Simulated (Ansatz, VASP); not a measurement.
# BN: VASP beside Ansatz

The input INCAR:

```
ALGO = Normal
EDIFF = 1E-6
ENCUT = 600
GGA = PE
GGA_COMPAT = False
ISIF = 2
ISMEAR = 0
LASPH = True
LCHARG = False
LREAL = False
LWAVE = False
NBANDS = 11
NELM = 120
PREC = Accurate
SIGMA = 0.05
```

Contents of KPOINTS:

```
k-points
0
Gamma
  12 12 12
```

POSCAR

```
BN
1.0
    0.0000000000      1.6673606323      1.9573363945
    1.6673606323      0.0000000000      1.9573363945
    1.6673606323      1.6673606323      0.0000000000
B N
1 1
Direct
    0.0000000000      0.0000000000      0.0000000000
    0.7500000000      0.7500000000      0.7500000000
```

Input for Ansatz:

```yaml
crystal:
  lattice:
    - [0.0, 1.6673606323, 1.9573363945]
    - [1.6673606323, 0.0, 1.9573363945]
    - [1.6673606323, 1.6673606323, 0.0]
  atoms:
    - { symbol: B, position: [0.0, 0.0, 0.0] }
    - { symbol: "N", position: [0.75, 0.75, 0.75] }
basis:
  ecutwfc: 420
kpoints:
  mp_grid: { grid: [12, 12, 12] }
hamiltonian:
  xc: pbe
scf:
  occupations: { method: gaussian, width: 0.05 }
output:
  forces: true
  stress: true
  eigenvalues: true
```

Change from the starting cell: strain -0.080 along x and y, +0.080 along z, atoms carried along.

Alike in both runs: task single point; functional PBE; k mesh 12 × 12 × 12; occupations gaussian, width 0.05 eV; no spin polarisation.

|  | VASP | Ansatz |
| --- | --- | --- |
| version | VASP 6.6.1 | Ansatz 0.2.0 |
| potentials or method | VASP PAW PBE potentials, release 64 (B, N), cutoff 600 eV | scalar-relativistic, plane waves, PAW |
| valence electrons in the cell | 8 | 8 |

```csv
,VASP,Ansatz,Ansatz less VASP
gap on the k mesh at the Fermi level (eV),2.97,2.99,+0.015
least direct gap on the mesh (eV),7.70,7.71,+0.008
pressure (GPa),39.4,39.2,-0.20
"traceless stress, the component that is largest in VASP (GPa)",-87.62,-87.56,+0.059
```

Both programs put the cell under a high pressure, so it lies far from rest at this level. With one functional, cell and mesh, what is left measures potentials, basis and numerics.
